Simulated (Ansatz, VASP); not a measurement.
## Two plane-wave programs on ZnAu

```
Zn Au
1.0
     2.99769    0.00000    0.00000
     0.00000    2.99769    0.00000
     0.00000    0.00000    2.99769
Zn Au
1 1
Direct
  0.50000 0.50000 0.50000
  0.00000 0.00000 0.00000
```

Alike in both runs: task single point; functional PBEsol; k mesh 14 × 14 × 14; occupations gaussian, width 0.1 eV; no spin polarisation.

```csv
,VASP,Ansatz
version,VASP 6.6.1,Ansatz 0.2.0
potentials or method,"VASP PAW PBE potentials, release 64 (Zn, Au), cutoff 520 eV","scalar-relativistic, plane waves, PAW"
valence electrons in the cell,23,31
```

Ansatz gave:

* gap on the k mesh at the Fermi level (eV): none
* pressure (GPa): 25.7

What did VASP give for the same quantities?

gap on the k mesh at the Fermi level (eV): none; pressure (GPa): 26.1.

VASP's potentials were made for PBE, not for PBEsol. A gap of «none» marks a metal or a gap that the smearing closes. With one functional, cell and mesh, what is left measures potentials, basis and numerics. VASP's potentials hold 23 valence electrons a cell and Ansatz's 31, so a difference there can come from the potentials and not from the codes.

Spin-orbit coupling is off throughout.
